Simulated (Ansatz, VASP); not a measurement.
AlNi: VASP beside Ansatz

INCAR

```
SYSTEM = AlNi
PREC = Accurate ; ENCUT = 520
EDIFF = 1E-6 ; ISMEAR = 0
SIGMA = 0.15 ; LREAL = .False.
LASPH = .True. ; NELM = 80
ALGO = Fast ; ISIF = 2
LWAVE = .False. ; LCHARG = .False.
GGA = PE ; NBANDS = 14
```

Contents of KPOINTS:

```
Automatic mesh
0
Gamma
  20 20 20
  0 0 0
```

POSCAR

```
AlNi
1.0
    2.0428098070     -2.0428098070      0.0000000000
    2.0428098070      2.0428098070      0.0000000000
    0.0000000000      0.0000000000      2.9011416498
Al Ni
1 1
Direct
    0.0000000000      0.0000000000      0.0904816213
    0.5000000000      0.5000000000      0.5000000000
```

Input for Ansatz:

```yaml
crystal:
  lattice:
    - [2.042809807, -2.042809807, 0.0]
    - [2.042809807, 2.042809807, 0.0]
    - [0.0, 0.0, 2.9011416498]
  atoms:
    - { symbol: Al, position: [0.0, 0.0, 0.0904816213] }
    - { symbol: Ni, position: [0.5, 0.5, 0.5] }
basis:
  ecutwfc: 420
kpoints:
  mp_grid: { grid: [20, 20, 20] }
hamiltonian:
  xc: pbe
scf:
  occupations: { method: gaussian, width: 0.15 }
output:
  forces: true
  stress: true
  eigenvalues: true
```

Change from the starting cell: all Al atoms moved +0.263 Å, as atom 1 along Cartesian [0 0 1].

Alike in both runs: task single point; functional PBE; k mesh 20 × 20 × 20; occupations gaussian, width 0.15 eV; no spin polarisation.

```csv
,VASP,Ansatz
version,VASP 6.6.1,Ansatz 0.2.0
potentials or method,"VASP PAW PBE potentials, release 64 (Al, Ni), cutoff 520 eV","scalar-relativistic, plane waves, PAW"
valence electrons in the cell,13,21
```

|  | VASP | Ansatz | Ansatz less VASP |
| --- | --- | --- | --- |
| gap on the k mesh at the Fermi level (eV) | none | none | - |
| pressure (GPa) | 4.2 | 4.4 | +0.13 |
| traceless stress, the component that is largest in VASP (GPa) | -2.48 | -2.46 | +0.018 |
| rms of the force components (eV/Å) | 0.864 | 0.861 | -0.0028 |

Atom by atom the forces differ by 0.003 eV/Å (rms over components). A gap of «none» marks a metal or a gap that the smearing closes. VASP's potentials hold 13 valence electrons a cell and Ansatz's 21, so a difference there can come from the potentials and not from the codes.
